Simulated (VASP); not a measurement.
# Te2Mo (P2_1/m) in VASP: notebook

The runs below take Te2Mo through single point, with PBE, PBE+D3(BJ), r2SCAN+D4.

Everything below comes from runs of VASP 6.6.1. Logs are shortened: lines on timing, memory, paths and dates and some standing lists are left out, and cuts for length are marked.

**1. The cell of the first run**

It takes space group P2_1/m (No. 11, monoclinic). Conventional cell: a = 6.372 Å, b = 3.492 Å, c = 13.952 Å, α = 90.00°, β = 93.92°, γ = 90.00°. Within 3.9 Å of Te (site symmetry m) lie 3 Mo at 2.81 to 2.83 Å and 10 Te at 3.49 to 3.89 Å. Te (site symmetry m) has 3 Mo at 2.72 Å and 6 Te at 3.49 to 3.69 Å within 3.7 Å. Te (site symmetry m) has 3 Mo at 2.81 to 2.83 Å and 8 Te at 3.49 to 3.69 Å within 3.7 Å. Te (site symmetry m) has 3 Mo at 2.72 to 2.73 Å and 9 Te at 3.49 to 3.93 Å within 4.0 Å. Mo (site symmetry m) has 6 Te at 2.72 to 2.83 Å and 4 Mo at 2.91 to 3.49 Å within 3.6 Å. Within 3.6 Å of Mo (site symmetry m) lie 6 Te at 2.72 to 2.83 Å and 4 Mo at 2.92 to 3.49 Å.

**2. Single point, PBE**

File INCAR:

```
SYSTEM = Te2Mo
PREC = Accurate ; ENCUT = 520
EDIFF = 1E-6 ; ISMEAR = -1
SIGMA = 0.05 ; LREAL = .False.
LASPH = .True. ; NELM = 60
ALGO = Normal ; ISIF = 2
LWAVE = .False. ; LCHARG = .False.
GGA = PE ; NBANDS = 64
```

File KPOINTS:

```
Automatic mesh
0
Gamma
  4 8 2
  0 0 0
```

File POSCAR:

```
Te2Mo
1.0
    6.3719217515      0.0000000000      0.0000000000
    0.0000000000      3.4919741795      0.0000000000
   -0.9530650552      0.0000000000     13.9192001300
Te Mo
8 4
Direct
    0.9437000000      0.7500000000      0.6045000000
    0.0563000000      0.2500000000      0.3955000000
    0.9030000000      0.2500000000      0.8514000000
    0.0970000000      0.7500000000      0.1486000000
    0.4112000000      0.7500000000      0.8955000000
    0.5888000000      0.2500000000      0.1045000000
    0.4432000000      0.2500000000      0.6484000000
    0.5568000000      0.7500000000      0.3516000000
    0.8167000000      0.7500000000      0.9926000000
    0.1833000000      0.2500000000      0.0074000000
    0.6819000000      0.2500000000      0.4934000000
    0.3181000000      0.7500000000      0.5066000000
```

Potentials or basis: VASP PAW PBE potentials, release 64 (Te, Mo_sv).

Started as:

```sh
cat potpaw_PBE.64/Te/POTCAR potpaw_PBE.64/Mo_sv/POTCAR > POTCAR
mpirun -np 1 vasp_std > vasp.out
```

OUTCAR:

```text
SYSTEM = Te2Mo
   PREC = Accurate
   ENCUT = 520
   EDIFF = 1E-6
   ISMEAR = -1
   LREAL = .False.
   LASPH = .True.
   NELM = 60
   ISIF = 2
   GGA = PE

 ion  position               nearest neighbor table
   1  0.944  0.750  0.605-  11 2.81  11 2.81  12 2.83   2 3.51   2 3.51   7 3.65   7 3.65
   2  0.056  0.250  0.395-  12 2.81  12 2.81  11 2.83   1 3.51   1 3.51   8 3.65   8 3.65
   3  0.903  0.250  0.851-   9 2.72   9 2.72  10 2.72   5 3.68   5 3.68
   4  0.097  0.750  0.149-  10 2.72  10 2.72   9 2.72   6 3.68   6 3.68
   5  0.411  0.750  0.895-  10 2.81  10 2.81   9 2.83   6 3.52   6 3.52   3 3.68   3 3.68
   6  0.589  0.250  0.105-   9 2.81   9 2.81  10 2.83   5 3.52   5 3.52   4 3.68   4 3.68
   7  0.443  0.250  0.648-  12 2.72  12 2.72  11 2.73   1 3.65   1 3.65
   8  0.557  0.750  0.352-  11 2.72  11 2.72  12 2.73   2 3.65   2 3.65
   9  0.817  0.750  0.993-   3 2.72   3 2.72   4 2.72   6 2.81   6 2.81   5 2.83  10 2.91  10 2.91

  10  0.183  0.250  0.007-   4 2.72   4 2.72   3 2.72   5 2.81   5 2.81   6 2.83   9 2.91   9 2.91

  11  0.682  0.250  0.493-   8 2.72   8 2.72   7 2.73   1 2.81   1 2.81   2 2.83  12 2.92  12 2.92

  12  0.318  0.750  0.507-   7 2.72   7 2.72   8 2.73   2 2.81   2 2.81   1 2.83  11 2.92  11 2.92

  LATTYP: Found a simple monoclinic cell.
 ALAT       =     6.3719217515
 B/A-ratio  =     0.5480252765
 C/A-ratio  =     2.1895734597
 COS(beta)  =    -0.0683113066

  Lattice vectors:

 A1 = (   6.3719217515,   0.0000000000,   0.0000000000)
 A2 = (   0.0000000000,   3.4919741795,   0.0000000000)
 A3 = (  -0.9530650552,   0.0000000000,  13.9192001300)

Analysis of symmetry for initial positions (statically):
=====================================================================
 Subroutine PRICEL returns:
 Original cell was already a primitive cell.

 Routine SETGRP: Setting up the symmetry group for a
 simple monoclinic supercell.

 Subroutine GETGRP returns: Found  4 space group operations
 (whereof  2 operations were pure point group operations)
 out of a pool of  4 trial point group operations.

The static configuration has the point symmetry S_2 .
 The point group associated with its full space group is C_2h.

Analysis of symmetry for dynamics (positions and initial velocities):
=====================================================================
 Subroutine PRICEL returns:
 Original cell was already a primitive cell.

 Routine SETGRP: Setting up the symmetry group for a
 simple monoclinic supercell.

 Subroutine GETGRP returns: Found  4 space group operations
 (whereof  2 operations were pure point group operations)
 out of a pool of  4 trial point group operations.

The dynamic configuration has the point symmetry S_2 .
 The point group associated with its full space group is C_2h.

 Subroutine INISYM returns: Found  4 space group operations
 (whereof  2 operations are pure point group operations),
 and found     1 'primitive' translations

----------------------------------------------------------------------------------------

                                     Primitive cell

  volume of cell :     309.7104

  direct lattice vectors                    reciprocal lattice vectors
     6.371921752  0.000000000  0.000000000     0.156938525  0.000000000  0.010745777
     0.000000000  3.491974180  0.000000000     0.000000000  0.286370961  0.000000000
    -0.953065055  0.000000000 13.919200130     0.000000000  0.000000000  0.071843209

  length of vectors
     6.371921752  3.491974180 13.951790755     0.157305983  0.286370961  0.071843209

  position of ions in fractional coordinates (direct lattice)
     0.943700000  0.750000000  0.604500000
     0.056300000  0.250000000  0.395500000
     0.903000000  0.250000000  0.851400000
     0.097000000  0.750000000  0.148600000
     0.411200000  0.750000000  0.895500000
     0.588800000  0.250000000  0.104500000
     0.443200000  0.250000000  0.648400000
     0.556800000  0.750000000  0.351600000
     0.816700000  0.750000000  0.992600000
     0.183300000  0.250000000  0.007400000
     0.681900000  0.250000000  0.493400000
     0.318100000  0.750000000  0.506600000

  ion indices of the primitive-cell ions
   primitive index   ion index
                 1           1
                 2           2
                 3           3
                 4           4
                 5           5
                 6           6
                 7           7
                 8           8
                 9           9
                10          10
                11          11
                12          12

----------------------------------------------------------------------------------------

 KPOINTS: Automatic mesh

Automatic generation of k-mesh.
 Grid dimensions read from file:
 generate k-points for:    4    8    2

 Generating k-lattice:

  Cartesian coordinates                     Fractional coordinates (reciprocal lattice)
[... 43 lines left out ...]
   ENCUT  =  520.0 eV  38.22 Ry    6.18 a.u.  11.85  6.49 25.94*2*pi/ulx,y,z
   NELM   =     60;   NELMIN=  2; NELMDL= -5     # of ELM steps
   EDIFF  = 0.1E-05   stopping-criterion for ELM
   LREAL  =      F    real-space projection
   EDIFFG = 0.1E-04   stopping-criterion for IOM
   NSW    =      0    number of steps for IOM
   IBRION =     -1    ionic relax: 0-MD 1-quasi-New 2-CG
   NFREE  =      0    steps in history (QN), initial steepest desc. (CG)
   ISIF   =      2    stress and relaxation
   ISYM   =      2    0-nonsym 1-usesym 2-fastsym
   POTIM  = 0.5000    time-step for ionic-motion
   TEBEG  =    0.0;   TEEND  =   0.0 temperature during run
   PSTRESS=    0.0 pullay stress
   NELECT =     104.0000    total number of electrons
   NUPDOWN=      -1.0000    fix difference up-down
   EMIN   =  10.00;   EMAX   =-10.00  energy-range for DOS
   EFERMI =   0.00;   METHOD = LEGACY
   ISMEAR =    -1;   SIGMA  =   0.05  broadening in eV -4-tet -1-fermi 0-gaus
   EFERMI_NEDOS =   21; number of points for ismear=-14 and -15
   IALGO  =     38    algorithm
   IMIX   =      4    mixing-type and parameters
     AMIX     =   0.40;   BMIX     =  1.00
     AMIX_MAG =   1.60;   BMIX_MAG =  1.00
  volume/ion in A,a.u.               =      25.81       174.17
  Fermi-wavevector in a.u.,A,eV,Ry     =   1.137891  2.150302 17.616771  1.294796
  Thomas-Fermi vector in A             =   2.274596
   LORBIT       =      0    0 simple, 1 ext, 2 COOP (PROOUT), +10 PAW based schemes
   GGA     = PE    functional components
   LHFCALC =     F    Hartree Fock is set to
   AEXX    =    0.0000 exact exchange contribution
   IVDW    =     0    specifies the selected vdW correction
   LEPSILON=     F    determine dielectric tensor
   LRPA    =     F    only Hartree local field effects (RPA)
 non-spin polarized calculation
  energy-cutoff  :      520.00
  volume of cell :      309.71
 maximum number of plane-waves:      8388
 NGX is ok and might be reduce to    48
   NGX = 23   NGY = 13   NGZ = 51

 number of electron     104.0000003 magnetization

 Free energy of the ion-electron system (eV)
  ---------------------------------------------------
  ext. energy  EPLUGINS =         0.00000000
  ---------------------------------------------------
  free energy    TOTEN  =       -71.86435078 eV

  energy without entropy =      -71.82894593  energy(sigma->0) =      -71.84664835

 E-fermi :   7.9711     XC(G=0): -10.2702

 val. band max:        7.9628904676   @ k =   0.2500   0.1250  -0.0000
 cond. band min:       7.9724748467   @ k =   0.0000   0.1250   0.0000
 fundamental gap:      0.0095843792
 Fermi energy:         7.9710624663

 k-point     1 :       0.0000    0.0000    0.0000
  band No.  band energies     occupation
      1     -53.1271      2.00000
      2     -53.1024      2.00000
      3     -53.0748      2.00000
      4     -53.0489      2.00000
      5     -27.3651      2.00000
      6     -27.3435      2.00000
[... 56 lines left out ...]
     63      10.8827      0.00000
     64      10.9007      0.00000

 k-point     2 :       0.2500    0.0000   -0.0000
  band No.  band energies     occupation
      1     -53.1270      2.00000
      2     -53.1023      2.00000
      3     -53.0749      2.00000
      4     -53.0490      2.00000
      5     -27.3613      2.00000
      6     -27.3398      2.00000
[... 1530 lines left out ...]
     63      10.2293      0.00000
     64      10.3565      0.00000

 [... further k-points ...]
[... 5 lines left out ...]
  --------------------------------------------------------------------------------------
  -------------------------------------------------------------------------------------
  Total        1.4281094      0.9503545      0.6578794      0.0000000      0.0000000      0.1721507
  in kB        7.3878205      4.9163240      3.4033071      0.0000000      0.0000000      0.8905610
  external PRESSURE =       5.2358172 kB  Pullay stress =       0.0000000 kB

 VOLUME and BASIS-vectors are now :
 -----------------------------------------------------------------------------
  energy-cutoff  :      520.00
  volume of cell :      309.71
      direct lattice vectors                 reciprocal lattice vectors
     6.371921752  0.000000000  0.000000000     0.156938525  0.000000000  0.010745777
     0.000000000  3.491974180  0.000000000     0.000000000  0.286370961  0.000000000
    -0.953065055  0.000000000 13.919200130     0.000000000  0.000000000  0.071843209

 POSITION                                       TOTAL-FORCE (eV/Angst)
 -----------------------------------------------------------------------------------
      5.43705      2.61898      8.41416         0.047871     -0.000000     -0.088833
     -0.01820      0.87299      5.50504        -0.047871      0.000000      0.088833
      4.94241      0.87299     11.85081        -0.006507     -0.000000      0.134171
      0.47645      2.61898      2.06839         0.006507     -0.000000     -0.134171
      1.76666      2.61898     12.46464         0.035736      0.000000      0.124499
      3.65219      0.87299      1.45456        -0.035736     -0.000000     -0.124499
      2.20607      0.87299      9.02521        -0.009680      0.000000     -0.172099
      3.21279      2.61898      4.89399         0.009680     -0.000000      0.172099
      4.25794      2.61898     13.81620         0.145098     -0.000000      0.004172
      1.16092      0.87299      0.10300        -0.145098     -0.000000     -0.004172
      3.87477      0.87299      6.86773        -0.225870     -0.000000      0.004713
      1.54409      2.61898      7.05147         0.225870     -0.000000     -0.004713
 -----------------------------------------------------------------------------------
    total drift:                               -0.000000      0.000000     -0.000000

  FREE ENERGIE OF THE ION-ELECTRON SYSTEM (eV)
  ---------------------------------------------------
  free  energy   TOTEN  =       -71.8643507763 eV

  energy  without entropy=      -71.8289459320  energy(sigma->0) =      -71.84664835
```

Wall time 16 min (1 thread of Oxide Virtual Turin-like, shared host); peak memory 0.62 GiB.

Results:

* Free energy: -71.8644 eV
* Pressure: 0.5 GPa
* Largest force: 0.226 eV/Å
* Band gap on the k mesh: zero (bands 52 and 53 overlap by 0.16 eV)

Forces in eV/Å, atoms in the order of the input:
```
Te   0.048  0.000 -0.089
Te  -0.048  0.000  0.089
Te  -0.007  0.000  0.134
Te   0.007  0.000 -0.134
Te   0.036  0.000  0.124
Te  -0.036  0.000 -0.124
Te  -0.010  0.000 -0.172
Te   0.010  0.000  0.172
Mo   0.145  0.000  0.004
Mo  -0.145  0.000 -0.004
Mo  -0.226  0.000  0.005
Mo   0.226  0.000 -0.005
```

Caveat: spin-orbit coupling is left out, which moves the levels of the heavy elements.

**3. Single point, PBE+D3(BJ)**

This run uses another cell than the first one, of 26.32 Å³/atom.

File INCAR:

```
ALGO = Normal ; EDIFF = 1E-7
ENCUT = 520 ; GGA = PE
ISIF = 2 ; ISMEAR = -1
IVDW = 12 ; LASPH = True
LCHARG = False ; LREAL = False
LWAVE = False ; NBANDS = 64
NELM = 80 ; PREC = Accurate
SIGMA = 0.05
```

File KPOINTS:

```
k-points
0
Gamma
  4 8 2
```

Edit POSCAR of step 2 so:

```diff
@@ -2,5 +2,5 @@
 1.0
-    6.3719217515      0.0000000000      0.0000000000
-    0.0000000000      3.4919741795      0.0000000000
-   -0.9530650552      0.0000000000     13.9192001300
+    6.4132990262      0.0000000000      0.0000000000
+    0.0000000000      3.5146499719      0.0000000000
+   -0.9592539627      0.0000000000     14.0095870791
 Te Mo
```

Potentials or basis: VASP PAW PBE potentials, release 64 (Te, Mo_sv).

Started as:

```sh
cat potpaw_PBE.64/Te/POTCAR potpaw_PBE.64/Mo_sv/POTCAR > POTCAR
mpirun -np 1 vasp_std > vasp.out
```

Run time: 20 min. Hardware: 1 thread of Oxide Virtual Turin-like, shared host; peak memory 0.62 GiB.

It converged, with:

```yaml
Free_energy: -77.9612 eV
Pressure: -4.3 GPa
Largest_force: 0.445 eV/Å
Band_gap_on_the_k_mesh: zero (bands 52 and 53 overlap by 0.13 eV)
Dispersion_energy_per_atom: -0.509 eV
```

Forces on the atoms (eV/Å):
```
Te   0.025  0.000 -0.242
Te  -0.025  0.000  0.242
Te  -0.005  0.000  0.409
Te   0.005  0.000 -0.409
Te   0.016  0.000  0.275
Te  -0.016  0.000 -0.275
Te  -0.003  0.000 -0.445
Te   0.003  0.000  0.445
Mo   0.201  0.000 -0.014
Mo  -0.201  0.000  0.014
Mo  -0.275  0.000 -0.019
Mo   0.275  0.000  0.019
```

Stress tensor (GPa, compression positive):
```
-4.18  0.00  0.08
 0.00 -4.23  0.00
 0.08  0.00 -4.45
```

Levels at points of the mesh, in eV from the Fermi level:
| k point | band 49 | band 50 | band 51 | band 52 | band 53 | band 54 | band 55 | band 56 |
| --- | --- | --- | --- | --- | --- | --- | --- | --- |
| (0.00, 0.00, 0.00) | -0.41 | -0.11 | 0.08 | 0.09 | 0.43 | 0.66 | 0.84 | 0.94 |
| (0.50, 0.00, 0.00) | -0.81 | -0.79 | -0.65 | -0.56 | -0.04 | 0.02 | 0.82 | 0.84 |
| (0.00, 0.50, 0.00) | -1.45 | -1.45 | -1.41 | -1.41 | 1.01 | 1.01 | 1.11 | 1.11 |
| (0.50, 0.50, 0.00) | -1.01 | -1.01 | -0.93 | -0.93 | 0.97 | 0.97 | 1.02 | 1.02 |
| (0.00, 0.00, 0.50) | -0.08 | -0.05 | -0.03 | -0.02 | 0.45 | 0.55 | 0.86 | 0.92 |
| (0.50, 0.00, 0.50) | -0.81 | -0.78 | -0.62 | -0.41 | 0.00 | 0.05 | 0.79 | 0.87 |
| (0.00, 0.50, 0.50) | -1.48 | -1.48 | -1.41 | -1.41 | 1.00 | 1.00 | 1.10 | 1.10 |
| (0.50, 0.50, 0.50) | -1.00 | -1.00 | -0.93 | -0.93 | 0.98 | 0.98 | 1.00 | 1.00 |

Caveat: the cell stands under tension; spin-orbit coupling is left out, which moves the levels of the heavy elements.

**4. Single point, r2SCAN+D4**

This run uses another cell than the first one, of 26.18 Å³/atom.

File POSCAR:

```
Te2Mo
1.0
    6.3386635969      0.0000000000      0.0676149724
    0.0000000000      3.4966975985      0.0000000000
   -0.8003884286      0.0000000000     14.1681046192
Te Mo
8 4
Direct
    0.9384092182      0.7500000000      0.6019490759
    0.0615907818      0.2500000000      0.3980509241
    0.9068825153      0.2500000000      0.8554869546
    0.0931174847      0.7500000000      0.1445130454
    0.4164967901      0.7500000000      0.8982116459
    0.5835032099      0.2500000000      0.1017883541
    0.4341805260      0.2500000000      0.6443445835
    0.5658194740      0.7500000000      0.3556554165
    0.8190207899      0.7500000000      0.9930352191
    0.1809792101      0.2500000000      0.0069647809
    0.6796039222      0.2500000000      0.4934326634
    0.3203960778      0.7500000000      0.5065673366
```

File INCAR.step1:

```
SYSTEM = Te2Mo
  PREC = Accurate
  ENCUT = 520
  ISMEAR = -1
  SIGMA = 0.05
  LREAL = .False.
  LASPH = .True.
  NELM = 100
  NBANDS = 64
  GGA = PE
  ALGO = Normal
  EDIFF = 1E-4
  LWAVE = .True.
  LCHARG = .False.
```

File INCAR.step2:

```
SYSTEM = Te2Mo
  PREC = Accurate
  ENCUT = 520
  EDIFF = 1E-6
  ISMEAR = -1
  SIGMA = 0.05
  LREAL = .False.
  LASPH = .True.
  NELM = 100
  ALGO = Normal
  ISIF = 2
  LWAVE = .False.
  LCHARG = .False.
  METAGGA = R2SCAN
  LMIXTAU = .True.
  IVDW = 13
  VDW_S6 = 1.0
  VDW_S8 = 0.6018749
  VDW_A1 = 0.51559235
  VDW_A2 = 5.77342911
  NBANDS = 64
  ISTART = 1
```

File KPOINTS:

```
regular mesh
0
Gamma
  4 8 2
  0 0 0
```

Started as:

```sh
cat potpaw_PBE.64/Te/POTCAR potpaw_PBE.64/Mo_sv/POTCAR > POTCAR
cp INCAR.step1 INCAR
mpirun -np 1 vasp_std > vasp.out
cp INCAR.step2 INCAR
mpirun -np 1 vasp_std > vasp.out
```

Run time: 60 min. Hardware: 1 thread of Oxide Virtual Turin-like, shared host; peak memory 0.66 GiB.

It converged, with:

```yaml
Free_energy: -313.2816 eV
Pressure: 0.1 GPa
Largest_force: 0.025 eV/Å
Band_gap_on_the_k_mesh: zero (bands 52 and 53 overlap by 0.03 eV)
Dispersion_energy_per_atom: -0.179 eV
```

Forces on the atoms (eV/Å):
```
Te   0.001  0.000  0.019
Te  -0.001  0.000 -0.019
Te   0.002  0.000 -0.024
Te  -0.002  0.000  0.024
Te   0.002  0.000 -0.018
Te  -0.002  0.000  0.018
Te  -0.001  0.000  0.025
Te   0.001  0.000 -0.025
Mo  -0.010  0.000  0.001
Mo   0.010  0.000 -0.001
Mo   0.009  0.000  0.001
Mo  -0.009  0.000 -0.001
```

Levels at points of the mesh, in eV from the Fermi level:
```
           k point  band 50  band 51  band 52  band 53  band 54  band 55
(0.00, 0.00, 0.00)    -0.14    -0.02     0.02     0.63     0.85     0.90
(0.50, 0.00, 0.00)    -0.95    -0.66    -0.61     0.15     0.18     0.89
(0.00, 0.50, 0.00)    -1.62    -1.53    -1.53     1.19     1.19     1.30
(0.50, 0.50, 0.00)    -1.08    -1.03    -1.03     1.15     1.15     1.18
(0.00, 0.00, 0.50)    -0.11    -0.07    -0.07     0.67     0.73     0.92
(0.50, 0.00, 0.50)    -0.95    -0.63    -0.51     0.18     0.21     0.87
(0.00, 0.50, 0.50)    -1.63    -1.60    -1.60     1.19     1.19     1.27
(0.50, 0.50, 0.50)    -1.08    -1.02    -1.02     1.15     1.15     1.17
```

Caveat: the PAW data sets were made with another functional, which shifts forces and pressure a little; spin-orbit coupling is left out, which moves the levels of the heavy elements.

**5. Summary**

```tsv
level	cell	gap on the mesh (eV)	pressure (GPa)	largest force (eV/Å)
PBE	a = 6.372, b = 3.492, c = 13.952 Å, angles 90.0, 93.9, 90.0°, 12 atoms, atomic positions A	none	0.5	0.23
PBE+D3(BJ)	a = 6.413, b = 3.515, c = 14.042 Å, angles 90.0, 93.9, 90.0°, 12 atoms, atomic positions A	none	-4.3	0.44
r2SCAN+D4	a = 6.339, b = 3.497, c = 14.191 Å, angles 90.0, 92.6, 90.0°, 12 atoms, atomic positions B	none	0.1	0.02
```

Alike in all rows: task single point; potentials or basis VASP PAW PBE potentials, release 64 (Te, Mo_sv); no spin polarisation; k mesh 4 × 8 × 2; cutoff (eV) 520; smearing fermi-dirac 0.05 eV.

Caveats: spin-orbit coupling is left out, which moves the levels of the heavy elements; the cell stands under tension (at least some runs); the PAW data sets were made with another functional, which shifts forces and pressure a little (at least some runs).

Total energies depend on the potentials used, so only differences within one code and one set of settings carry meaning.
